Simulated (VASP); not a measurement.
# GaN (P6_3/mmc) in VASP: settings compared, part 3 of 3

VASP 6.6.1. Earlier steps stand in the parts before.

## (4) Single point, PBE

INCAR reads:

```
SYSTEM = GaN
PREC     = Accurate       ! precision mode
ENCUT    = 520            ! plane-wave cutoff, eV
EDIFF    = 1E-6           ! SCF threshold, eV
ISMEAR   = 0              ! smearing method
SIGMA    = 0.01           ! smearing width, eV
LREAL    = .FALSE.        ! projectors in reciprocal space
LASPH    = .TRUE.         ! aspherical terms in the spheres
NELM     = 100            ! most SCF steps
ALGO     = Normal         ! electronic algorithm
ISIF     = 2              ! what is computed and relaxed
LWAVE    = .FALSE.        ! write WAVECAR
LCHARG   = .FALSE.        ! write CHGCAR
GGA      = PE             ! functional
NBANDS   = 26             ! bands
```

KPOINTS reads:

```
regular mesh
0
G
  6 6 4
  0 0 0
```

POSCAR reads:

```
GaN
1.0
    3.3000348257      0.0000000000      0.0000000000
   -1.6500174128      2.8579139924      0.0000000000
    0.0000000000      0.0000000000      4.7558746756
Ga N
2 2
Direct
    0.3333333333      0.6666666667      0.2500000000
    0.6666666667      0.3333333333      0.7500000000
    0.6666666667      0.3333333333      0.2500000000
    0.3333333333      0.6666666667      0.7500000000
```

Potentials or basis: VASP PAW PBE potentials, release 64 (Ga_d, N).

Command:

```console
$ cat potpaw_PBE.64/Ga_d/POTCAR potpaw_PBE.64/N/POTCAR > POTCAR
$ mpirun -np 1 vasp_std > vasp.out
```

OUTCAR:

```text
SYSTEM = GaN
   PREC = Accurate
   ENCUT = 520
   EDIFF = 1E-6
   ISMEAR = 0
   LREAL = .FALSE.
   LASPH = .TRUE.
   NELM = 100
   ISIF = 2
   GGA = PE

 ion  position               nearest neighbor table
   1  0.333  0.667  0.250-   3 1.91   3 1.91   3 1.91
   2  0.667  0.333  0.750-   4 1.91   4 1.91   4 1.91
   3  0.667  0.333  0.250-   1 1.91   1 1.91   1 1.91
   4  0.333  0.667  0.750-   2 1.91   2 1.91   2 1.91

  LATTYP: Found a hexagonal cell.
 ALAT       =     3.3000348257
 C/A-ratio  =     1.4411589352

  Lattice vectors:

 A1 = (   3.3000348257,   0.0000000000,   0.0000000000)
 A2 = (  -1.6500174128,   2.8579139924,   0.0000000000)
 A3 = (   0.0000000000,   0.0000000000,   4.7558746756)

Analysis of symmetry for initial positions (statically):
=====================================================================
 Subroutine PRICEL returns:
 Original cell was already a primitive cell.

 Routine SETGRP: Setting up the symmetry group for a
 hexagonal supercell.

 Subroutine GETGRP returns: Found 24 space group operations
 (whereof 12 operations were pure point group operations)
 out of a pool of 24 trial point group operations.

The static configuration has the point symmetry D_3d.
 The point group associated with its full space group is D_6h.

Analysis of symmetry for dynamics (positions and initial velocities):
=====================================================================
 Subroutine PRICEL returns:
 Original cell was already a primitive cell.

 Routine SETGRP: Setting up the symmetry group for a
 hexagonal supercell.

 Subroutine GETGRP returns: Found 24 space group operations
 (whereof 12 operations were pure point group operations)
 out of a pool of 24 trial point group operations.

The dynamic configuration has the point symmetry D_3d.
 The point group associated with its full space group is D_6h.

 Subroutine INISYM returns: Found 24 space group operations
 (whereof 12 operations are pure point group operations),
[... 115 lines left out ...]
     AMIX     =   0.40;   BMIX     =  1.00
     AMIX_MAG =   1.60;   BMIX_MAG =  1.00
  volume/ion in A,a.u.               =      11.21        75.67
  Fermi-wavevector in a.u.,A,eV,Ry     =   1.521398  2.875026 31.492770  2.314653
  Thomas-Fermi vector in A             =   2.630119
   LORBIT       =      0    0 simple, 1 ext, 2 COOP (PROOUT), +10 PAW based schemes
   GGA     = PE    functional components
   LHFCALC =     F    Hartree Fock is set to
   AEXX    =    0.0000 exact exchange contribution
   IVDW    =     0    specifies the selected vdW correction
   LEPSILON=     F    determine dielectric tensor
   LRPA    =     F    only Hartree local field effects (RPA)
 non-spin polarized calculation
 Gauss-broadening in eV      SIGMA  =   0.01
  energy-cutoff  :      520.00
  volume of cell :       44.85
 maximum number of plane-waves:      1228
 NGX is ok and might be reduce to    28
   NGX = 13   NGY = 13   NGZ = 17

 number of electron      35.9999985 magnetization

 Free energy of the ion-electron system (eV)
  ---------------------------------------------------
  ext. energy  EPLUGINS =         0.00000000
  ---------------------------------------------------
  free energy    TOTEN  =       -23.35321258 eV

  energy without entropy =      -23.35321258  energy(sigma->0) =      -23.35321258

 E-fermi :   6.2462     XC(G=0): -11.8000

 val. band max:        6.1341748595   @ k =   0.0000   0.0000   0.0000
 cond. band min:       7.5956368164   @ k =   0.0000   0.0000   0.0000
 fundamental gap:      1.4614619569
 Fermi energy:         6.2461837795

 k-point     1 :       0.0000    0.0000    0.0000
  band No.  band energies     occupation
      1     -10.6001      2.00000
      2      -9.6674      2.00000
      3      -8.0572      2.00000
      4      -8.0572      2.00000
      5      -8.0485      2.00000
      6      -8.0485      2.00000
[... 598 lines left out ...]
     25      18.2355      0.00000
     26      18.2355      0.00000

------------------------ aborting loop because EDIFF is reached ----------------------------------------

  FORCE on cell =-STRESS in cart. coord.  units (eV):
  Direction    XX          YY          ZZ          XY          YZ          ZX
  --------------------------------------------------------------------------------------
  -------------------------------------------------------------------------------------
  Total        1.9658239      1.9658239      1.4237639      0.0000000      0.0000000      0.0000000
  in kB       70.2193991     70.2193991     50.8569699      0.0000000      0.0000000      0.0000000
  external PRESSURE =      63.7652560 kB  Pullay stress =       0.0000000 kB

 VOLUME and BASIS-vectors are now :
 -----------------------------------------------------------------------------
  energy-cutoff  :      520.00
  volume of cell :       44.85
      direct lattice vectors                 reciprocal lattice vectors
     3.300034826  0.000000000  0.000000000     0.303027105  0.174952781  0.000000000
    -1.650017413  2.857913992  0.000000000     0.000000000  0.349905561  0.000000000
     0.000000000  0.000000000  4.755874676     0.000000000  0.000000000  0.210266264

 POSITION                                       TOTAL-FORCE (eV/Angst)
 -----------------------------------------------------------------------------------
     -0.00000      1.90528      1.18897         0.000000      0.000000      0.000000
      1.65002      0.95264      3.56691        -0.000000     -0.000000      0.000000
      1.65002      0.95264      1.18897         0.000000     -0.000000     -0.000000
     -0.00000      1.90528      3.56691        -0.000000     -0.000000     -0.000000
 -----------------------------------------------------------------------------------
    total drift:                                0.000000      0.000000     -0.000000

  FREE ENERGIE OF THE ION-ELECTRON SYSTEM (eV)
  ---------------------------------------------------
  free  energy   TOTEN  =       -23.3532125757 eV

  energy  without entropy=      -23.3532125757  energy(sigma->0) =      -23.35321258
```

OSZICAR:

```text
N       E                     dE             d eps       ncg     rms          rms(c)
DAV:   1     0.269961974524E+03    0.26996E+03   -0.17874E+04  1214   0.259E+03
DAV:   2     0.730162341769E+01   -0.26266E+03   -0.24665E+03  1164   0.480E+02
DAV:   3    -0.263925067129E+02   -0.33694E+02   -0.33215E+02  1290   0.142E+02
DAV:   4    -0.275417539401E+02   -0.11492E+01   -0.11437E+01  1296   0.274E+01
DAV:   5    -0.275648581106E+02   -0.23104E-01   -0.23080E-01  1336   0.370E+00    0.111E+01
DAV:   6    -0.232904728209E+02    0.42744E+01   -0.10673E+01  1784   0.514E+01    0.303E+00
DAV:   7    -0.233775756949E+02   -0.87103E-01   -0.14245E+00  1148   0.890E+00    0.269E+00
DAV:   8    -0.233669897148E+02    0.10586E-01   -0.15293E-01  1718   0.518E+00    0.808E-01
DAV:   9    -0.233525525635E+02    0.14437E-01   -0.48522E-02  1728   0.374E+00    0.321E-01
DAV:  10    -0.233532218798E+02   -0.66932E-03   -0.45778E-03  1160   0.440E-01    0.815E-02
DAV:  11    -0.233532116342E+02    0.10246E-04   -0.25878E-04  1602   0.309E-01    0.435E-02
DAV:  12    -0.233532103000E+02    0.13342E-05   -0.47204E-05  1480   0.682E-02    0.469E-03
DAV:  13    -0.233532125292E+02   -0.22292E-05   -0.10258E-05  1518   0.317E-02    0.125E-02
DAV:  14    -0.233532125757E+02   -0.46534E-07   -0.13695E-06   852   0.967E-03
   1 F= -.23353213E+02 E0= -.23353213E+02  d E =-.127786E-58
```

stdout:

```text
POSCAR found type information on POSCAR GaN
 POSCAR found :  2 types and       4 ions
 scaLAPACK will be used
 LDA part: xc-table for (Slater+PW92), standard interpolation
 POSCAR, INCAR and KPOINTS ok, starting setup
 FFT: planning ... GRIDC
 FFT: planning ... GRID_SOFT
 FFT: planning ... GRID
 WAVECAR not read
 entering main loop
```

Run time: 36 s. Hardware: 1 thread of AMD EPYC 7R13 (Zen 3), shared host; peak memory 0.15 GiB.

Results:

```yaml
Free_energy: -23.3532 eV
Pressure: 6.4 GPa
Band_gap_on_the_k_mesh: 1.46 eV, direct
```

Stress tensor (GPa, compression positive):
```
7.02 0.00 0.00
0.00 7.02 0.00
0.00 0.00 5.09
```

Levels at points of the mesh, in eV from the valence-band top:
```csv
k point,band 16,band 17,band 18,band 19,band 20,band 21
"(0.00, 0.00, 0.00)",-0.93,-0.93,0.00,1.46,2.05,8.31
"(0.50, 0.00, 0.00)",-3.98,-2.17,-1.95,3.31,5.02,6.64
"(0.00, 0.00, 0.50)",-1.51,-1.51,-1.51,3.56,3.56,7.88
"(0.50, 0.00, 0.50)",-3.15,-1.18,-1.18,4.32,4.32,6.28
```

## (5) Single point, r2SCAN

POSCAR is that of step 4.

INCAR.step1 reads:

```
SYSTEM = GaN
PREC = Accurate ; ENCUT = 520
ISMEAR = 0 ; SIGMA = 0.01
LREAL = .FALSE. ; LASPH = .TRUE.
NELM = 100 ; NBANDS = 26
GGA = PE ; ALGO = Normal
EDIFF = 1E-4 ; LWAVE = .TRUE.
LCHARG = .FALSE.
```

INCAR.step2 reads:

```
SYSTEM = GaN
PREC = Accurate ; ENCUT = 520
EDIFF = 1E-7 ; ISMEAR = 0
SIGMA = 0.01 ; LREAL = .FALSE.
LASPH = .TRUE. ; NELM = 100
ALGO = Normal ; ISIF = 2
LWAVE = .FALSE. ; LCHARG = .FALSE.
METAGGA = R2SCAN ; LMIXTAU = .TRUE.
NBANDS = 26 ; ISTART = 1
```

KPOINTS reads:

```
Automatic mesh
0
G
  6 6 4
  0 0 0
```

Command:

```console
$ cat potpaw_PBE.64/Ga_d/POTCAR potpaw_PBE.64/N/POTCAR > POTCAR
$ cp INCAR.step1 INCAR
$ mpirun -np 1 vasp_std > vasp.out
$ cp INCAR.step2 INCAR
$ mpirun -np 1 vasp_std > vasp.out
```

Wall time 2.7 min (1 thread of AMD EPYC 7R13 (Zen 3), shared host); peak memory 0.15 GiB.

It converged, with:

```yaml
Free_energy: -42.8205 eV
Pressure: 0.9 GPa
Band_gap_on_the_k_mesh: 1.88 eV, direct
```

Stress tensor (GPa, compression positive):
```
 1.43  0.00  0.00
 0.00  1.43  0.00
 0.00  0.00 -0.14
```

Levels at points of the mesh, in eV from the valence-band top:
| k point | band 16 | band 17 | band 18 | band 19 | band 20 | band 21 |
| --- | --- | --- | --- | --- | --- | --- |
| (0.00, 0.00, 0.00) | -0.92 | -0.92 | 0.00 | 1.88 | 2.56 | 8.95 |
| (0.50, 0.00, 0.00) | -4.05 | -2.19 | -1.97 | 3.80 | 5.58 | 7.18 |
| (0.00, 0.00, 0.50) | -1.51 | -1.51 | -1.51 | 4.05 | 4.05 | 8.60 |
| (0.50, 0.00, 0.50) | -3.20 | -1.21 | -1.21 | 4.82 | 4.82 | 6.94 |

Caveat: the PAW data sets were made with another functional, which shifts forces and pressure a little.

## (6) Summary

```tsv
level	potentials or basis	gap on the mesh (eV)	pressure (GPa)
PBE	VASP PAW PBE potentials, release 64 (Ga_d, N)	1.46	6.4
LDA	VASP PAW LDA potentials, release 64 (Ga_d, N)	1.46	-4.3
r2SCAN	VASP PAW PBE potentials, release 64 (Ga_d, N)	1.88	0.9
```

Alike in all rows: task single point; no spin polarisation; cell as given; k mesh 6 × 6 × 4; cutoff (eV) 520; smearing gaussian 0.01 eV.

Caveats: the PAW data sets were made with another functional, which shifts forces and pressure a little (some runs).

Absolute energies hang on the potentials; compare differences alone.
